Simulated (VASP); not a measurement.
Write the native input for VASP 6.6.1 that does the following.

```yaml
Task: single point
Functional: LDA
Potentials_or_basis: VASP PAW LDA potentials, release 64 (W_sv)
Cutoff: 520 eV
k_mesh: 15 × 15 × 8
Occupations: fermi-dirac, width 0.1 eV
Spin: no spin polarisation
Dipole_correction: no
Further_INCAR_settings: ALGO = Normal; EDIFF = 1e-06; NBANDS = 21
```

The structure of W lies in POSCAR:

```
W
1.0
    2.7728559127      0.0000000000      0.0000000000
   -1.3864279564      2.4013636614      0.0000000000
    0.0000000000      0.0000000000      4.9209805036
W
2
Direct
    0.3333333333      0.6666666667      0.2500000000
    0.6666666667      0.3333333333      0.7500000000
```

This cell differs from its parent crystal: volume scaled by 1.04.

These files were run (other wordings do the same):

INCAR

```
PREC = Accurate ; ENCUT = 520
EDIFF = 1E-6 ; ISMEAR = -1
SIGMA = 0.1 ; LREAL = F
LASPH = T ; NELM = 60
ALGO = Normal ; ISIF = 2
LWAVE = F ; LCHARG = T
LELF = T ; LVHAR = T
NBANDS = 21
```

KPOINTS

```
regular mesh
0
Gamma
  15 15 8
```

Potentials or basis: VASP PAW LDA potentials, release 64 (W_sv).

Command:

```console
$ cat potpaw_LDA.64/W_sv/POTCAR > POTCAR
$ mpirun -np 1 vasp_std > vasp.out
```

Results of the run:

* Pressure: -9.9 GPa
* Band gap on the k mesh: zero (band 14 reaches 11.77 eV, above the bottom of band 15 at 10.04 eV)

Caveat: spin-orbit coupling is left out, which moves the levels of the heavy elements.

Run time: 54 s on 1 thread of Intel(R) Xeon(R) Platinum 8259CL CPU @ 2.50GHz (Skylake/Cascade Lake) (shared host), peak memory 0.19 GiB.
